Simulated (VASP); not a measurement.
A run of VASP 6.6.1 is set up as follows.

INCAR

```
ALGO = Normal
EDIFF = 1E-7
EDIFFG = -0.001
ENCUT = 1230
GGA = PE
GGA_COMPAT = F
IBRION = 2
ISIF = 3
ISMEAR = 0
LASPH = T
LCHARG = F
LREAL = F
LWAVE = F
NELM = 120
NELMIN = 4
NSW = 80
PREC = Accurate
SIGMA = 0.01
```

The input KPOINTS:

```
k-points
0
Gamma
  8 8 8
```

POSCAR

```
H
1.0
   -1.8548681235      1.8548681235      2.2855637461
    1.8548681235     -1.8548681235      2.2855637461
    1.8548681235      1.8548681235     -2.2855637461
H
2
Direct
    0.9178910701      0.9178910701      0.0000000000
    0.0821089299      0.0821089299      0.0000000000
```

Potentials or basis: VASP PAW PBE potentials, release 64 (H_h).

Command:

```bash
$ cat potpaw_PBE.64/H_h/POTCAR > POTCAR
$ mpirun -np 1 vasp_std > vasp.out
```

(1) What does it give for the band gap on the k mesh?

Results:

(1) 9.28 eV (least direct gap 9.75 eV).
